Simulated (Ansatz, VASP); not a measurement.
TaSi2: VASP beside Ansatz

Contents of INCAR:

```
SYSTEM = TaSi2
PREC = Accurate
ENCUT = 600
EDIFF = 1E-7
ISMEAR = -1
SIGMA = 0.05
LREAL = .False.
LASPH = .True.
NELM = 100
ALGO = Normal
ISIF = 3
LWAVE = .False.
LCHARG = .False.
GGA = RP
IVDW = 13
IBRION = 2
NSW = 60
EDIFFG = -0.01
```

Contents of KPOINTS:

```
Automatic mesh
0
Gamma
  7 7 4
  0 0 0
```

POSCAR

```
TaSi2
1.0
    4.7800000000      0.0000000000      0.0000000000
   -2.3900000000      4.1396014301      0.0000000000
    0.0000000000      0.0000000000      6.5640000000
Ta Si
3 6
Direct
    0.0000000000      0.5000000000      0.1666666667
    0.5000000000      0.5000000000      0.8333333333
    0.5000000000      0.0000000000      0.5000000000
    0.3333000000      0.1666500000      0.1666666667
    0.1666500000      0.8333500000      0.8333333333
    0.8333500000      0.6667000000      0.5000000000
    0.6667000000      0.8333500000      0.1666666667
    0.8333500000      0.1666500000      0.8333333333
    0.1666500000      0.3333000000      0.5000000000
```

File input.yaml:

```yaml
crystal:
  lattice:
    - [4.78, 0.0, 0.0]
    - [-2.39, 4.1396014301, 0.0]
    - [0.0, 0.0, 6.564]
  atoms:
    - { symbol: Ta, position: [0.0, 0.5, 0.1666666667] }
    - { symbol: Ta, position: [0.5, 0.5, 0.8333333333] }
    - { symbol: Ta, position: [0.5, 0.0, 0.5] }
    - { symbol: Si, position: [0.3333, 0.16665, 0.1666666667] }
    - { symbol: Si, position: [0.16665, 0.83335, 0.8333333333] }
    - { symbol: Si, position: [0.83335, 0.6667, 0.5] }
    - { symbol: Si, position: [0.6667, 0.83335, 0.1666666667] }
    - { symbol: Si, position: [0.83335, 0.16665, 0.8333333333] }
    - { symbol: Si, position: [0.16665, 0.3333, 0.5] }
hamiltonian:
  xc: rpbe
  pseudopotentials: { kind: paw }
  dispersion: d4
kpoints:
  mp_grid: { grid: [7, 7, 4] }
scf:
  occupations: { method: fermi_dirac, width: 0.05 }
output:
  forces: true
  stress: true
  eigenvalues: true
relax:
  f_tol: 0.01
  max_steps: 40
  cell: { stress_tol: 0.05 }
```

Alike in both runs: task relaxation of cell and atoms; functional RPBE; dispersion D4; k mesh 7 × 7 × 4; occupations fermi-dirac, width 0.05 eV; no spin polarisation.

|  | VASP | Ansatz |
| --- | --- | --- |
| version | VASP 6.6.1 | Ansatz 0.2.0 |
| potentials or method | VASP PAW PBE potentials, release 64 (Ta_pv, Si) | Ansatz PAW |
| plane-wave cutoff (eV) | 600 | 420 |
| valence electrons in the cell | 57 | 63 |

Ansatz gave:

```
gap on the k mesh at the Fermi level, each at its own relaxed structure (eV) : none
relaxed volume (Å³/atom)                                                     : 14.21
relaxed cell length with the largest relative difference (Å)                 : 4.746
```

**Question.** Which values does VASP return?

**Answer.** gap on the k mesh at the Fermi level, each at its own relaxed structure (eV): none; relaxed volume (Å³/atom): 14.20; relaxed cell length with the largest relative difference (Å): 4.744.

VASP's potentials were made for PBE, not for RPBE. A gap of «none» marks a metal or a gap that the smearing closes. VASP's potentials hold 57 valence electrons a cell and Ansatz's 63, so a difference there can come from the potentials and not from the codes.

Neither program's run includes spin-orbit coupling. Noted on Ansatz's run: the plane-wave basis is chosen anew once the cell has moved, so the energies of steps on either side of that aren't comparable.
